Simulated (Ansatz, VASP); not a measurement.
# One calculation of HfN, two programs

```
CELL_PARAMETERS angstrom
0.00000 2.26500 2.26500
2.26500 0.00000 2.26500
2.26500 2.26500 0.00000
ATOMIC_POSITIONS crystal
Hf 0.00765 0.00765 0.00765
N 0.50000 0.50000 0.50000
```

Alike in both runs: task single point; functional PBE; k mesh 4 × 4 × 4; occupations fermi-dirac, width 0.1 eV; no spin polarisation.

|  | VASP | Ansatz |
| --- | --- | --- |
| version | VASP 6.6.1 | Ansatz 0.2.0 development build |
| potentials or method | VASP PAW PBE potentials, release 64 (Hf_pv, N) | plane waves, PAW datasets (generated hard set |
| plane-wave cutoff (eV) | 520 | 700 |
| valence electrons in the cell | 15 | 31 |

|  | VASP | Ansatz | Ansatz less VASP |
| --- | --- | --- | --- |
| rms of the force components (eV/Å) | 0.392 | 0.394 | +0.0019 |

Atom by atom the forces differ by 0.002 eV/Å (rms over components). VASP's potentials hold 15 valence electrons a cell and Ansatz's 31, so a difference there can come from the potentials and not from the codes. Ansatz's warnings: cutoff auto derived.

The k mesh is coarse, so the values compare programs but aren't converged. Neither program's run includes spin-orbit coupling.
